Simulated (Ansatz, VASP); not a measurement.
**One calculation of BeS, two programs**

File INCAR:

```
SYSTEM = BeS
PREC = Accurate
ENCUT = 520
EDIFF = 1E-6
ISMEAR = 0
SIGMA = 0.1
LREAL = .False.
LASPH = .True.
NELM = 100
ALGO = Normal
ISIF = 2
LWAVE = .False.
LCHARG = .True.
GGA = PE
IVDW = 12
LELF = .True.
LVHAR = .True.
NBANDS = 11
```

Contents of KPOINTS:

```
Automatic mesh
0
Gamma
  8 8 8
  0 0 0
```

POSCAR

```
BeS
1.0
    0.0000000000      2.4351516489      2.4351516489
    2.4351516489      0.0000000000      2.4351516489
    2.4351516489      2.4351516489      0.0000000000
Be S
1 1
Direct
    0.0000000000      0.0000000000      0.0000000000
    0.7500000000      0.7500000000      0.7500000000
```

Input for Ansatz:

```yaml
crystal:
  lattice:
    - [0.0, 2.4351516489, 2.4351516489]
    - [2.4351516489, 0.0, 2.4351516489]
    - [2.4351516489, 2.4351516489, 0.0]
  atoms:
    - { symbol: Be, position: [0.0, 0.0, 0.0] }
    - { symbol: S, position: [0.75, 0.75, 0.75] }
basis:
  ecutwfc: 420
kpoints:
  mp_grid: { grid: [8, 8, 8] }
  band_path: { path: [[0, 0, 0], [0.5, 0, 0], [0.5, 0.5, 0.5]], npoints: 4 }
hamiltonian:
  xc: pbe
  dispersion: d3bj
scf:
  occupations: { method: gaussian, width: 0.1 }
output:
  forces: true
  stress: true
  eigenvalues: true
```

Alike in both runs: task single point; functional PBE; dispersion D3(BJ); k mesh 8 × 8 × 8; occupations gaussian, width 0.1 eV; no spin polarisation.

|  | VASP | Ansatz |
| --- | --- | --- |
| version | VASP 6.6.1 | Ansatz 0.2.0 |
| potentials or method | VASP PAW PBE potentials, release 64 (Be, S), cutoff 520 eV | scalar-relativistic, plane waves, PAW |
| valence electrons in the cell | 8 | 8 |

VASP gave:

```
gap on the k mesh at the Fermi level (eV) : 3.14
least direct gap on the mesh (eV)         : 5.67
pressure (GPa)                            : -3.1
```

Task: Estimate Ansatz's values.

Result: gap on the k mesh at the Fermi level (eV): 3.14; least direct gap on the mesh (eV): 5.66; pressure (GPa): -3.2.
